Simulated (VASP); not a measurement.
# Tb2PbF (P6/mmm) in VASP: notebook, part 2 of 2

VASP 6.6.1. The steps go on from the part before.

### 3 Single point, PBE

This run uses another cell than the first one, of 33.18 Å³/atom.

The input, INCAR:

```
PREC = Accurate
ENCUT = 600
EDIFF = 1E-6
ISMEAR = 0
SIGMA = 0.1
LREAL = False
LASPH = True
NELM = 200
ALGO = Normal
ISIF = 2
LWAVE = False
LCHARG = False
GGA = PE
NBANDS = 28
GGA_COMPAT = False
LMAXMIX = 6
```

The input, KPOINTS:

```
Automatic mesh
0
Gamma
  6 6 4
```

The input, POSCAR:

```
Tb2PbF
1.0
    5.7348108949      0.0000000036      0.0000000000
   -2.8674054506      4.9664919191      0.0000000000
    0.0000000000      0.0000000000      4.6602941257
Tb Pb F
2 1 1
Direct
    0.3333333333      0.6666666667      0.0000000000
    0.6666666667      0.3333333333      0.0000000000
    0.0000000000      0.0000000000      0.0000000000
    0.0000000000      0.0000000000      0.5000000000
```

Potentials or basis: VASP PAW PBE potentials, release 64 (Tb_3, Pb_d, F), 4f in core.

Started as:

```
> cat potpaw_PBE.64/Tb_3/POTCAR potpaw_PBE.64/Pb_d/POTCAR potpaw_PBE.64/F/POTCAR > POTCAR
> mpirun -np 1 vasp_std > vasp.out
```

OUTCAR:

```text
PREC = Accurate
   ENCUT = 600
   EDIFF = 1E-6
   ISMEAR = 0
   LREAL = False
   LASPH = True
   NELM = 200
   ISIF = 2
   GGA = PE

 ion  position               nearest neighbor table
   1  0.333  0.667  0.000-   2 3.31   2 3.31   3 3.31   3 3.31   3 3.31   2 3.31
   2  0.667  0.333  0.000-   1 3.31   1 3.31   3 3.31   3 3.31   3 3.31   1 3.31
   3  0.000  0.000  0.000-   4 2.33   4 2.33   1 3.31   2 3.31   2 3.31   1 3.31   2 3.31   1 3.31

   4  0.000  0.000  0.500-   3 2.33   3 2.33

  LATTYP: Found a hexagonal cell.
 ALAT       =     5.7348108949
 C/A-ratio  =     0.8126325717

  Lattice vectors:

 A1 = (   5.7348108949,   0.0000000036,   0.0000000000)
 A2 = (  -2.8674054506,   4.9664919191,   0.0000000000)
 A3 = (   0.0000000000,   0.0000000000,   4.6602941257)

Analysis of symmetry for initial positions (statically):
=====================================================================
 Subroutine PRICEL returns:
 Original cell was already a primitive cell.

 Routine SETGRP: Setting up the symmetry group for a
 hexagonal supercell.

 Subroutine GETGRP returns: Found 24 space group operations
 (whereof 24 operations were pure point group operations)
 out of a pool of 24 trial point group operations.

The static configuration has the point symmetry D_6h.

Analysis of symmetry for dynamics (positions and initial velocities):
=====================================================================
 Subroutine PRICEL returns:
 Original cell was already a primitive cell.

 Routine SETGRP: Setting up the symmetry group for a
 hexagonal supercell.

 Subroutine GETGRP returns: Found 24 space group operations
 (whereof 24 operations were pure point group operations)
 out of a pool of 24 trial point group operations.

The dynamic configuration has the point symmetry D_6h.

[... 114 lines left out ...]
   EFERMI_NEDOS =   21; number of points for ismear=-14 and -15
   IALGO  =     38    algorithm
   IMIX   =      4    mixing-type and parameters
     AMIX     =   0.40;   BMIX     =  1.00
     AMIX_MAG =   1.60;   BMIX_MAG =  1.00
  volume/ion in A,a.u.               =      33.18       223.93
  Fermi-wavevector in a.u.,A,eV,Ry     =   1.088351  2.056685 16.116208  1.184508
  Thomas-Fermi vector in A             =   2.224531
   LORBIT       =      0    0 simple, 1 ext, 2 COOP (PROOUT), +10 PAW based schemes
   GGA     = PE    functional components
   LHFCALC =     F    Hartree Fock is set to
   AEXX    =    0.0000 exact exchange contribution
   IVDW    =     0    specifies the selected vdW correction
   LEPSILON=     F    determine dielectric tensor
   LRPA    =     F    only Hartree local field effects (RPA)
 non-spin polarized calculation
 Gauss-broadening in eV      SIGMA  =   0.10
  energy-cutoff  :      600.00
  volume of cell :      132.73
 maximum number of plane-waves:      4482
 NGX is ok and might be reduce to    48
   NGX = 23   NGY = 23   NGZ = 19

 number of electron      39.0000000 magnetization

 Free energy of the ion-electron system (eV)
  ---------------------------------------------------
  ext. energy  EPLUGINS =         0.00000000
  ---------------------------------------------------
  free energy    TOTEN  =       -15.40458757 eV

  energy without entropy =      -15.38448493  energy(sigma->0) =      -15.39453625

 E-fermi :   2.6926     XC(G=0):  -8.6495

 val. band max:        2.6673515310   @ k =   0.3333   0.1667   0.0000
 cond. band min:       2.7153150615   @ k =   0.1667   0.1667   0.2500
 fundamental gap:      0.0479635305
 Fermi energy:         2.6926013617

 k-point     1 :       0.0000    0.0000    0.0000
  band No.  band energies     occupation
      1     -20.9812      2.00000
      2     -20.9812      2.00000
      3     -20.9804      2.00000
      4     -20.8651      2.00000
      5     -20.5027      2.00000
      6     -20.5027      2.00000
[... 640 lines left out ...]
     27       6.1695      0.00000
     28       6.2572      0.00000

------------------------ aborting loop because EDIFF is reached ----------------------------------------

  FORCE on cell =-STRESS in cart. coord.  units (eV):
  Direction    XX          YY          ZZ          XY          YZ          ZX
  --------------------------------------------------------------------------------------
  -------------------------------------------------------------------------------------
  Total        0.2132660      0.2132660     -0.0038248     -0.0000000      0.0000000     -0.0000000
  in kB        2.5742462      2.5742462     -0.0461677     -0.0000000      0.0000000     -0.0000000
  external PRESSURE =       1.7007749 kB  Pullay stress =       0.0000000 kB

 VOLUME and BASIS-vectors are now :
 -----------------------------------------------------------------------------
  energy-cutoff  :      600.00
  volume of cell :      132.73
      direct lattice vectors                 reciprocal lattice vectors
     5.734810895  0.000000004  0.000000000     0.174373666  0.100674683  0.000000000
    -2.867405451  4.966491919  0.000000000    -0.000000000  0.201349366  0.000000000
     0.000000000  0.000000000  4.660294126     0.000000000  0.000000000  0.214578731

 POSITION                                       TOTAL-FORCE (eV/Angst)
 -----------------------------------------------------------------------------------
     -0.00000      3.31099      0.00000        -0.000000     -0.000000      0.000000
      2.86741      1.65550      0.00000         0.000000      0.000000      0.000000
      0.00000      0.00000      0.00000         0.000000      0.000000      0.000000
      0.00000      0.00000      2.33015         0.000000      0.000000      0.000000
 -----------------------------------------------------------------------------------
    total drift:                               -0.000000      0.000000      0.000000

  FREE ENERGIE OF THE ION-ELECTRON SYSTEM (eV)
  ---------------------------------------------------
  free  energy   TOTEN  =       -15.4045875726 eV

  energy  without entropy=      -15.3844849326  energy(sigma->0) =      -15.39453625
```

stdout:

```text
POSCAR found type information on POSCAR TbPbF
 POSCAR found :  3 types and       4 ions
 scaLAPACK will be used
 LDA part: xc-table for (Slater+PW92), standard interpolation
 POSCAR, INCAR and KPOINTS ok, starting setup
 FFT: planning ... GRIDC
 FFT: planning ... GRID_SOFT
 FFT: planning ... GRID
 WAVECAR not read
 entering main loop
```

Run time: 87 s. Hardware: 1 thread of Intel Xeon Platinum 8488C (Sapphire Rapids), shared host; peak memory 0.35 GiB.

Results:

```
Free energy            : -15.4046 eV
Pressure               : 0.2 GPa
Band gap on the k mesh : zero (an odd number of electrons rules out a gap without spin polarisation)
```

Stress tensor (GPa, compression positive):
```
0.26 0.00 0.00
0.00 0.26 0.00
0.00 0.00 0.00
```

Caveat: spin-orbit coupling is left out, which moves the levels of the heavy elements; the 4f electrons are frozen in the core, so they carry no moment and show no levels; the run has no spin polarisation, though such a crystal can be magnetic.

### 4 Relaxation of cell and atoms, PBE

The input, INCAR:

```
SYSTEM = Tb2PbF
ALGO = Normal ; EDIFF = 1E-7
EDIFFG = -0.04 ; ENCUT = 600
GGA = PE ; GGA_COMPAT = .FALSE.
IBRION = 2 ; ISIF = 3
ISMEAR = 0 ; LASPH = .TRUE.
LCHARG = .FALSE. ; LMAXMIX = 6
LREAL = .FALSE. ; LWAVE = .FALSE.
NELM = 200 ; NELMIN = 4
NSW = 90 ; PREC = Accurate
SIGMA = 0.1
```

The input, KPOINTS:

```
k-points
0
G
  6 6 4
  0 0 0
```

The input, POSCAR:

```
Tb2PbF
1.0
    4.5499308700      0.0000000000      0.0000000000
   -2.2749654400      3.9403557200      0.0000000000
    0.0000000000      0.0000000000      5.2561986000
Tb Pb F
2 1 1
Direct
    0.3333333300      0.6666666700      0.0000000000
    0.6666666700      0.3333333300      0.0000000000
    0.0000000000      0.0000000000      0.0000000000
    0.0000000000      0.0000000000      0.5000000000
```

Started as:

```
> cat potpaw_PBE.64/Tb_3/POTCAR potpaw_PBE.64/Pb_d/POTCAR potpaw_PBE.64/F/POTCAR > POTCAR
> mpirun -np 1 vasp_std > vasp.out
```

It took 9.8 min on 1 thread of Intel Xeon Platinum 8488C (Sapphire Rapids), shared host; peak memory 0.28 GiB.

It converged, with:

| Property | Result |
| --- | --- |
| Free energy | -15.2986 eV |
| Relaxed volume | 32.56 Å³/atom |
| Relaxed cell | a = 5.684 Å, b = 5.684 Å, c = 4.656 Å, α = 90.00°, β = 90.00°, γ = 120.00° |
| Space group after relaxing (to 0.1 Å) | P6/mmm (No. 191) |
| Energy gained by relaxing | 1582.8 meV/atom |
| Ionic steps | 12 |
| Pressure after relaxing | 0.1 GPa |
| Band gap on the k mesh | zero (an odd number of electrons rules out a gap without spin polarisation) |

Stress tensor (GPa, compression positive):
```
0.03 0.00 0.00
0.00 0.03 0.00
0.00 0.00 0.15
```

Step by step:
```
step  energy change (eV)  largest force (eV/Å)  pressure (GPa)  volume (Å³)
   1              0.0000                0.0000           40.72        94.23
   2             -4.0278                0.0000           -9.16       193.31
   3             -6.0293                0.0000           -1.09       141.90
   4             -6.0319                0.0000           -1.56       143.61
   5             -6.1966                0.0000           -1.05       137.90
   6             -6.0752                0.0000            3.94       120.43
   7             -6.3038                0.0000           -0.32       132.63
   8             -6.3248                0.0000            0.79       127.99
   9             -6.3285                0.0000            0.39       129.43
  10             -6.3286                0.0000            0.46       129.14
  11             -6.3305                0.0000           -0.12       130.79
  12             -6.3311                0.0000            0.07       130.24
```

Final structure:
```
Tb Pb F
1.0
     5.68356    0.00000    0.00000
    -2.84178    4.92210    0.00000
     0.00000    0.00000    4.65553
Tb Pb F
2 1 1
Cartesian
  0.0000 3.2814 0.0000
  2.8418 1.6407 0.0000
  0.0000 0.0000 0.0000
  0.0000 0.0000 2.3278
```

Levels at points of the mesh, in eV from the Fermi level:
```
           k point  band 15  band 16  band 17  band 18  band 19  band 20  band 21  band 22  band 23
(0.00, 0.00, 0.00)    -4.28    -4.28    -1.43    -1.20    -1.20     0.92     0.97     1.04     1.04
(0.50, 0.00, 0.00)    -4.61    -4.25    -2.37    -0.96    -0.82     0.04     0.62     0.75     0.90
(0.00, 0.00, 0.50)    -3.94    -3.03    -1.56    -1.56    -0.48     0.18     0.18     1.00     1.23
(0.50, 0.00, 0.50)    -3.99    -2.69    -2.63    -1.08    -0.72    -0.40     0.04     0.63     1.24
```

Caveat: the volume moved by over 15 % at a fixed basis, so the end points are rough; spin-orbit coupling is left out, which moves the levels of the heavy elements; the 4f electrons are frozen in the core, so they carry no moment and show no levels; the run has no spin polarisation, though such a crystal can be magnetic. With open d or f shells a metallic result of PBE can be an artefact of self-interaction; +U or a hybrid may open a gap.

### 5 Single point, PBE

This run uses another cell than the first one, of 33.39 Å³/atom.

The input, INCAR:

```
SYSTEM = Tb2PbF
PREC     = Accurate       ! precision mode
ENCUT    = 600            ! plane-wave cutoff, eV
EDIFF    = 1E-6           ! SCF threshold, eV
ISMEAR   = 0              ! smearing method
SIGMA    = 0.1            ! smearing width, eV
LREAL    = .FALSE.        ! projectors in reciprocal space
LASPH    = .TRUE.         ! aspherical terms in the spheres
NELM     = 200            ! most SCF steps
ALGO     = Normal         ! electronic algorithm
ISIF     = 2              ! what is computed and relaxed
LWAVE    = .FALSE.        ! write WAVECAR
LCHARG   = .FALSE.        ! write CHGCAR
GGA      = PE             ! functional
NBANDS   = 28             ! bands
GGA_COMPAT= .FALSE.      
LMAXMIX  = 6              ! l up to which the mixer works
```

The input, KPOINTS:

```
regular mesh
0
G
  12 12 10
  0 0 0
```

The input, POSCAR:

```
Tb2PbF
1.0
    5.7527627145      0.0000000000      0.0000000000
   -2.8763813573      4.9820386527      0.0000000000
    0.0000000000      0.0000000000      4.6596365405
Tb Pb F
2 1 1
Direct
    0.3333333333      0.6666666667      0.0000000000
    0.6666666667      0.3333333333      0.0000000000
    0.0000000000      0.0000000000      0.0000000000
    0.0000000000      0.0000000000      0.5000000000
```

Started as:

```
> cat potpaw_PBE.64/Tb_3/POTCAR potpaw_PBE.64/Pb_d/POTCAR potpaw_PBE.64/F/POTCAR > POTCAR
> mpirun -np 1 vasp_std > vasp.out
```

Run time: 9.8 min. Hardware: 1 thread of Intel Xeon Platinum 8488C (Sapphire Rapids), shared host; peak memory 0.67 GiB.

Results (log left out):

- Free energy: -15.4029 eV
- Pressure: 0.0 GPa
- Band gap on the k mesh: zero (an odd number of electrons rules out a gap without spin polarisation)

Stress tensor (GPa, compression positive):
```
 0.08  0.00  0.00
 0.00  0.08  0.00
 0.00  0.00 -0.10
```

Levels at points of the mesh, in eV from the Fermi level:
```tsv
k point	band 16	band 17	band 18	band 19	band 20	band 21	band 22	band 23
(0.00, 0.00, 0.00)	-4.26	-1.49	-1.18	-1.18	0.80	0.89	0.89	1.04
(0.50, 0.00, 0.00)	-4.23	-2.38	-1.00	-0.78	0.01	0.57	0.76	0.88
(0.00, 0.00, 0.50)	-3.01	-1.52	-1.52	-0.48	0.17	0.17	0.83	1.16
(0.50, 0.00, 0.50)	-2.67	-2.60	-1.04	-0.69	-0.43	0.03	0.57	1.14
```

Caveat: spin-orbit coupling is left out, which moves the levels of the heavy elements; the 4f electrons are frozen in the core, so they carry no moment and show no levels; the run has no spin polarisation, though such a crystal can be magnetic. Spin polarisation is off, so any magnetic state and its effect on volume and gap are missing.

### 6 Overview

| task | cell | k mesh | gap on the mesh (eV) | pressure (GPa) |
| --- | --- | --- | --- | --- |
| single point | a = 4.550, b = 4.550, c = 5.256 Å, angles 90.0, 90.0, 120.0°, 4 atoms | 6 × 6 × 4 | none | 40.7 |
| single point | a = 5.735, b = 5.735, c = 4.660 Å, angles 90.0, 90.0, 120.0°, 4 atoms | 6 × 6 × 4 | none | 0.2 |
| relaxation of cell and atoms | relaxed from a = 4.550, b = 4.550, c = 5.256 Å, angles 90.0, 90.0, 120.0°, 4 atoms | 6 × 6 × 4 | none | 0.1 |
| single point | a = 5.753, b = 5.753, c = 4.660 Å, angles 90.0, 90.0, 120.0°, 4 atoms | 12 × 12 × 10 | none | 0.0 |

Alike in all rows: level PBE; potentials or basis VASP PAW PBE potentials, release 64 (Tb_3, Pb_d, F), 4f in core; no spin polarisation; cutoff (eV) 600; smearing gaussian 0.1 eV.

Caveats: spin-orbit coupling is left out, which moves the levels of the heavy elements; the 4f electrons are frozen in the core, so they carry no moment and show no levels; the run has no spin polarisation, though such a crystal can be magnetic; the stress differs along the axes, from -1 to 61 GPa (at least some runs); the volume moved by over 15 % at a fixed basis, so the end points are rough (at least some runs).

Total energies depend on the potentials used, so only differences within one code and one set of settings carry meaning.

The gap in the log of VASP goes by the Fermi energy; the results here count the filled bands.